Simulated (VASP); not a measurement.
# V (Im-3m) in VASP: notebook

The runs below take V through single point, with r2SCAN.

Program: VASP 6.6.1. These are calculated values, not measurements. Logs are shortened: lines on timing, memory, paths and dates and some standing lists are left out, and cuts for length are marked.

**1. The cell of the first run**

Symmetry: Im-3m, No. 229, cubic system. Conventional cell: a = 2.982 Å, b = 2.982 Å, c = 2.982 Å, α = 90.00°, β = 90.00°, γ = 90.00°. V (site symmetry m-3m) has 14 V at 2.58 to 2.98 Å within 3.4 Å.

**2. Single point, r2SCAN, collinear spin**

POSCAR

```
V
1.0
   -1.4910419155      1.4910419155      1.4910419155
    1.4910419155     -1.4910419155      1.4910419155
    1.4910419155      1.4910419155     -1.4910419155
V
1
Direct
    0.0000000000      0.0000000000      0.0000000000
```

INCAR.step1

```
PREC = Accurate
ENCUT = 520
ISMEAR = 0
SIGMA = 0.05
LREAL = False
LASPH = True
NELM = 150
ISPIN = 2
MAGMOM = 0.05
LMAXMIX = 4
NBANDS = 16
GGA = PE
ALGO = Normal
EDIFF = 1E-4
LWAVE = True
LCHARG = False
```

INCAR.step2

```
PREC = Accurate
ENCUT = 520
EDIFF = 1E-6
ISMEAR = 0
SIGMA = 0.05
LREAL = False
LASPH = True
NELM = 150
ALGO = Normal
ISIF = 2
LWAVE = False
LCHARG = True
ISPIN = 2
MAGMOM = 0.05
LORBIT = 11
LMAXMIX = 4
METAGGA = R2SCAN
LMIXTAU = True
LELF = True
LVHAR = True
NBANDS = 16
ISTART = 1
```

KPOINTS

```
regular mesh
0
Gamma
  20 20 20
```

Potentials or basis: VASP PAW PBE potentials, release 64 (V_sv).

Run with:

```sh
$ cat potpaw_PBE.64/V_sv/POTCAR > POTCAR
$ cp INCAR.step1 INCAR
$ mpirun -np 1 vasp_std > vasp.out
$ cp INCAR.step2 INCAR
$ mpirun -np 1 vasp_std > vasp.out
```

OUTCAR:

```text
PREC = Accurate
   ENCUT = 520
   EDIFF = 1E-6
   ISMEAR = 0
   LREAL = False
   LASPH = True
   NELM = 150
   ISIF = 2
   ISPIN = 2
   LORBIT = 11
   METAGGA = R2SCAN
   ISTART = 1

 ion  position               nearest neighbor table
   1  0.000  0.000  0.000-

  LATTYP: Found a body centered cubic cell.
 ALAT       =     2.9820838310

  Lattice vectors:

 A1 = (  -1.4910419155,   1.4910419155,   1.4910419155)
 A2 = (   1.4910419155,  -1.4910419155,   1.4910419155)
 A3 = (   1.4910419155,   1.4910419155,  -1.4910419155)

Analysis of symmetry for initial positions (statically):
=====================================================================
 Subroutine PRICEL returns:
 Original cell was already a primitive cell.

 Routine SETGRP: Setting up the symmetry group for a
 body centered cubic supercell.

 Subroutine GETGRP returns: Found 48 space group operations
 (whereof 48 operations were pure point group operations)
 out of a pool of 48 trial point group operations.

The static configuration has the point symmetry O_h .

Analysis of symmetry for dynamics (positions and initial velocities):
=====================================================================
 Subroutine PRICEL returns:
 Original cell was already a primitive cell.

 Routine SETGRP: Setting up the symmetry group for a
 body centered cubic supercell.

 Subroutine GETGRP returns: Found 48 space group operations
 (whereof 48 operations were pure point group operations)
 out of a pool of 48 trial point group operations.

The dynamic configuration has the point symmetry O_h .

Analysis of structural, dynamic, and magnetic symmetry:
=====================================================================
 Subroutine PRICEL returns:
 Original cell was already a primitive cell.

 Routine SETGRP: Setting up the symmetry group for a
 body centered cubic supercell.

 Subroutine GETGRP returns: Found 48 space group operations
 (whereof 48 operations were pure point group operations)
 out of a pool of 48 trial point group operations.

The overall configuration has the point symmetry O_h .

 Subroutine INISYM returns: Found 48 space group operations
 (whereof 48 operations are pure point group operations),
 and found     1 'primitive' translations

----------------------------------------------------------------------------------------

                                     Primitive cell

  volume of cell :      13.2596

  direct lattice vectors                    reciprocal lattice vectors
    -1.491041916  1.491041916  1.491041916     0.000000000  0.335335979  0.335335979
     1.491041916 -1.491041916  1.491041916     0.335335979  0.000000000  0.335335979
     1.491041916  1.491041916 -1.491041916     0.335335979  0.335335979  0.000000000

  length of vectors
     2.582560354  2.582560354  2.582560354     0.474236689  0.474236689  0.474236689

  position of ions in fractional coordinates (direct lattice)
     0.000000000  0.000000000  0.000000000

  ion indices of the primitive-cell ions
   primitive index   ion index
                 1           1

----------------------------------------------------------------------------------------

 KPOINTS: regular mesh

Automatic generation of k-mesh.
 Grid dimensions read from file:
 generate k-points for:   20   20   20

 Generating k-lattice:

  Cartesian coordinates                     Fractional coordinates (reciprocal lattice)
     0.000000000  0.016766799  0.016766799     0.050000000  0.000000000  0.000000000
     0.016766799  0.000000000  0.016766799     0.000000000  0.050000000  0.000000000
     0.016766799  0.016766799  0.000000000     0.000000000  0.000000000  0.050000000

  Length of vectors
     0.023711834  0.023711834  0.023711834

  Shift w.r.t. Gamma in fractional coordinates (k-lattice)
     0.000000000  0.000000000  0.000000000

 Subroutine IBZKPT returns following result:
 ===========================================

 Found    256 irreducible k-points:

 Following reciprocal coordinates:
            Coordinates               Weight
  0.000000  0.000000  0.000000      1.000000
  0.050000  0.000000  0.000000     12.000000
  0.100000  0.000000  0.000000     12.000000
  0.150000  0.000000  0.000000     12.000000
  0.200000  0.000000  0.000000     12.000000
  0.250000  0.000000  0.000000     12.000000
[... 16 lines left out ...]
  0.200000  0.100000  0.000000     48.000000
  0.250000  0.100000 -0.000000     48.000000
 [... further k-points ...]
   k-points           NKPTS =    256   k-points in BZ     NKDIM =    256   number of bands    NBANDS=     16
   number of dos      NEDOS =    301   number of ions     NIONS =      1
   total plane-waves  NPLWV =   8000
   dimension x,y,z NGX =    20 NGY =   20 NGZ =   20
   dimension x,y,z NGXF=    40 NGYF=   40 NGZF=   40
   ions per type =               1
   NGX,Y,Z   is equivalent  to a cutoff of  12.87, 12.87, 12.87 a.u.
   NGXF,Y,Z  is equivalent  to a cutoff of  25.75, 25.75, 25.75 a.u.
 SYSTEM =  unknown system
   PREC   = accura    normal or accurate (medium, high low for compatibility)
   ISTART =      1    job   : 0-new  1-cont  2-samecut
   ICHARG =      0    charge: 1-file 2-atom 10-const
   ISPIN  =      2    spin polarized calculation?
   LNONCOLLINEAR =      F non collinear calculations
   LSORBIT =      F    spin-orbit coupling
   LASPH  =      T    aspherical Exc in radial PAW
   ENCUT  =  520.0 eV  38.22 Ry    6.18 a.u.   4.80  4.80  4.80*2*pi/ulx,y,z
   NELM   =    150;   NELMIN=  2; NELMDL=  0     # of ELM steps
   EDIFF  = 0.1E-05   stopping-criterion for ELM
   LREAL  =      F    real-space projection
   EDIFFG = 0.1E-04   stopping-criterion for IOM
   NSW    =      0    number of steps for IOM
   IBRION =     -1    ionic relax: 0-MD 1-quasi-New 2-CG
   NFREE  =      0    steps in history (QN), initial steepest desc. (CG)
   ISIF   =      2    stress and relaxation
   ISYM   =      2    0-nonsym 1-usesym 2-fastsym
   POTIM  = 0.5000    time-step for ionic-motion
   TEBEG  =    0.0;   TEEND  =   0.0 temperature during run
   PSTRESS=    0.0 pullay stress
   NELECT =      13.0000    total number of electrons
   NUPDOWN=      -1.0000    fix difference up-down
   EMIN   =  10.00;   EMAX   =-10.00  energy-range for DOS
   EFERMI =   0.00;   METHOD = LEGACY
   ISMEAR =     0;   SIGMA  =   0.05  broadening in eV -4-tet -1-fermi 0-gaus
   EFERMI_NEDOS =   21; number of points for ismear=-14 and -15
   IALGO  =     38    algorithm
   IMIX   =      4    mixing-type and parameters
     AMIX     =   0.40;   BMIX     =  1.00
     AMIX_MAG =   1.60;   BMIX_MAG =  1.00
  volume/ion in A,a.u.               =      13.26        89.48
  Fermi-wavevector in a.u.,A,eV,Ry     =   1.626345  3.073347 35.987398  2.644999
  Thomas-Fermi vector in A             =   2.719320
   LORBIT       =     11    0 simple, 1 ext, 2 COOP (PROOUT), +10 PAW based schemes
   METAGGA = R2SCAN    functional components
   LHFCALC =     F    Hartree Fock is set to
   AEXX    =    0.0000 exact exchange contribution
   IVDW    =     0    specifies the selected vdW correction
   LEPSILON=     F    determine dielectric tensor
   LRPA    =     F    only Hartree local field effects (RPA)
 spin polarized calculation
 Gauss-broadening in eV      SIGMA  =   0.05
  energy-cutoff  :      520.00
  volume of cell :       13.26
 maximum number of plane-waves:       370
   NGX =  9   NGY =  9   NGZ =  9

 number of electron      12.9999992 magnetization       0.0010536

 Free energy of the ion-electron system (eV)
  ---------------------------------------------------
  ext. energy  EPLUGINS =         0.00000000
  ---------------------------------------------------
  free energy    TOTEN  =       -14.13038035 eV

  energy without entropy =      -14.12816196  energy(sigma->0) =      -14.12927116

 E-fermi :   9.8553     XC(G=0): -14.1625

 val. band max:        9.8550705782   @ k =  -0.4000   0.4000   0.1000
 cond. band min:       9.8605451377   @ k =  -0.3500   0.4000   0.1500
 fundamental gap:      0.0054745596
 Fermi energy:         9.8552727928

 spin component 1

 k-point     1 :       0.0000    0.0000    0.0000
  band No.  band energies     occupation
      1     -56.4422      1.00000
      2     -28.5661      1.00000
      3     -28.5661      1.00000
      4     -28.5661      1.00000
      5       2.7653      1.00000
      6      10.3458      0.00000
[... 8 lines left out ...]
     15      38.8325      0.00000
     16      43.3874      0.00000

 k-point     2 :       0.0500    0.0000    0.0000
  band No.  band energies     occupation
      1     -56.4368      1.00000
      2     -28.5914      1.00000
      3     -28.5737      1.00000
      4     -28.5663      1.00000
      5       2.8731      1.00000
      6      10.2987      0.00000
[... 8 lines left out ...]
     15      39.0572      0.00000
     16      42.2068      0.00000
[... 387 lines left out ...]
      5       5.3162      1.00000
      6       9.4373      1.00000
[... 8 lines left out ...]
     15      38.1763      0.00000
     16      40.0902      0.00000

 k-point    24 :       0.2500    0.1000   -0.0000
  band No.  band energies     occupation
      1     -56.2899      1.00000
      2     -29.2305      1.00000
      3     -28.7770      1.00000
      4     -28.6042      1.00000
      5       5.9792      1.00000
      6       9.1907      1.00000
[... 8 lines left out ...]
     15      38.7588      0.00000
     16      39.9167      0.00000

 [... further k-points ...]

 spin component 2

 k-point     1 :       0.0000    0.0000    0.0000
  band No.  band energies     occupation
      1     -56.4411      1.00000
      2     -28.5651      1.00000
      3     -28.5650      1.00000
      4     -28.5650      1.00000
      5       2.7659      1.00000
      6      10.3474      0.00000
[... 8 lines left out ...]
     15      38.8327      0.00000
     16      43.3888      0.00000

 k-point     2 :       0.0500    0.0000    0.0000
  band No.  band energies     occupation
      1     -56.4358      1.00000
      2     -28.5903      1.00000
      3     -28.5726      1.00000
      4     -28.5652      1.00000
      5       2.8737      1.00000
      6      10.3003      0.00000
[... 8 lines left out ...]
     15      39.0575      0.00000
     16      42.2081      0.00000
[... 387 lines left out ...]
      5       5.3169      1.00000
      6       9.4388      1.00000
[... 8 lines left out ...]
     15      38.1769      0.00000
     16      40.0912      0.00000

 k-point    24 :       0.2500    0.1000   -0.0000
  band No.  band energies     occupation
      1     -56.2889      1.00000
      2     -29.2294      1.00000
      3     -28.7759      1.00000
      4     -28.6031      1.00000
      5       5.9799      1.00000
      6       9.1921      1.00000
[... 8 lines left out ...]
     15      38.7596      0.00000
     16      39.9176      0.00000

 [... further k-points ...]

------------------------ aborting loop because EDIFF is reached ----------------------------------------

  FORCE on cell =-STRESS in cart. coord.  units (eV):
  Direction    XX          YY          ZZ          XY          YZ          ZX
  --------------------------------------------------------------------------------------
  -------------------------------------------------------------------------------------
  Total        0.0597809      0.0597809      0.0597809      0.0000000     -0.0000000      0.0000000
  in kB        7.2234249      7.2234249      7.2234249      0.0000000     -0.0000000      0.0000000
  external PRESSURE =       7.2234249 kB  Pullay stress =       0.0000000 kB

 VOLUME and BASIS-vectors are now :
 -----------------------------------------------------------------------------
  energy-cutoff  :      520.00
  volume of cell :       13.26
      direct lattice vectors                 reciprocal lattice vectors
    -1.491041916  1.491041916  1.491041916     0.000000000  0.335335979  0.335335979
     1.491041916 -1.491041916  1.491041916     0.335335979  0.000000000  0.335335979
     1.491041916  1.491041916 -1.491041916     0.335335979  0.335335979  0.000000000

 POSITION                                       TOTAL-FORCE (eV/Angst)
 -----------------------------------------------------------------------------------
      0.00000      0.00000      0.00000        -0.000000     -0.000000      0.000000
 -----------------------------------------------------------------------------------
    total drift:                                0.000000     -0.000000      0.000000

  FREE ENERGIE OF THE ION-ELECTRON SYSTEM (eV)
  ---------------------------------------------------
  free  energy   TOTEN  =       -14.1303803523 eV

  energy  without entropy=      -14.1281619585  energy(sigma->0) =      -14.12927116

 total charge

# of ion       s       p       d       tot
------------------------------------------
    1        2.343   6.242   3.063  11.648

 magnetization (x)

# of ion       s       p       d       tot
------------------------------------------
    1        0.000   0.000   0.001   0.001
```

Wall time 9.3 min (1 thread of Intel Xeon 8259CL, shared host); peak memory 0.2 GiB.

What came out:

- Free energy: -14.1304 eV
- Pressure: 0.7 GPa
- Net moment: 0.00 μB per cell
- Valence electrons inside the program's atomic spheres: V 11.65

Caveat: the PAW data sets were made with another functional, which shifts forces and pressure a little.

**3. Single point, r2SCAN, collinear spin, ferromagnetic start**

This run uses another cell than the first one, of 13.53 Å³/atom.

POSCAR

```
V
1.0
   -1.5012598012      1.5012598012      1.5012598012
    1.5012598012     -1.5012598012      1.5012598012
    1.5012598012      1.5012598012     -1.5012598012
V
1
Direct
    0.0000000000      0.0000000000      0.0000000000
```

INCAR.step1

```
SYSTEM = V
PREC = Accurate
ENCUT = 520
ISMEAR = 0
SIGMA = 0.05
LREAL = .False.
LASPH = .True.
NELM = 150
ISPIN = 2
MAGMOM = 1
LMAXMIX = 4
NBANDS = 16
GGA = PE
ALGO = Normal
EDIFF = 1E-4
LWAVE = .True.
LCHARG = .False.
```

INCAR.step2

```
SYSTEM = V
PREC = Accurate
ENCUT = 520
EDIFF = 1E-6
ISMEAR = 0
SIGMA = 0.05
LREAL = .False.
LASPH = .True.
NELM = 150
ALGO = Normal
ISIF = 2
LWAVE = .False.
LCHARG = .False.
ISPIN = 2
MAGMOM = 1
LORBIT = 11
LMAXMIX = 4
METAGGA = R2SCAN
LMIXTAU = .True.
NBANDS = 16
ISTART = 1
```

KPOINTS

```
Automatic mesh
0
Gamma
  20 20 20
  0 0 0
```

Potentials or basis: VASP PAW PBE potentials, release 64 (V_sv).

Run with:

```sh
$ cat potpaw_PBE.64/V_sv/POTCAR > POTCAR
$ cp INCAR.step1 INCAR
$ mpirun -np 1 vasp_std > vasp.out
$ cp INCAR.step2 INCAR
$ mpirun -np 1 vasp_std > vasp.out
```

Run time: 8.4 min. Hardware: 1 thread of Intel Xeon 8259CL, shared host; peak memory 0.2 GiB.

Results (log left out):

```
Free energy                                           : -14.1283 eV
Pressure                                              : -3.2 GPa
Net moment                                            : 0.00 μB per cell
Valence electrons inside the program's atomic spheres : V 11.61
```

Levels at points of the mesh, in eV from the Fermi level:
Spin up:
```
           k point  band 4  band 5  band 6  band 7  band 8  band 9  band 10  band 11
(0.00, 0.00, 0.00)  -38.49   -7.05    0.48    0.48    0.48    2.65     2.65    21.21
(0.50, 0.00, 0.00)  -38.49   -3.32   -1.14    1.49    2.62    3.02     4.26    10.54
(0.50, 0.50, 0.50)  -39.11   -3.08   -3.08    3.86    3.86    3.86    10.59    10.59
```
Spin down:
```csv
k point,band 5,band 6,band 7,band 8,band 9,band 10
"(0.00, 0.00, 0.00)",-7.05,0.49,0.49,0.49,2.65,2.65
"(0.50, 0.00, 0.00)",-3.32,-1.13,1.50,2.62,3.03,4.26
"(0.50, 0.50, 0.50)",-3.08,-3.08,3.86,3.86,3.86,10.59
```

Caveat: the cell stands under tension; the PAW data sets were made with another functional, which shifts forces and pressure a little.
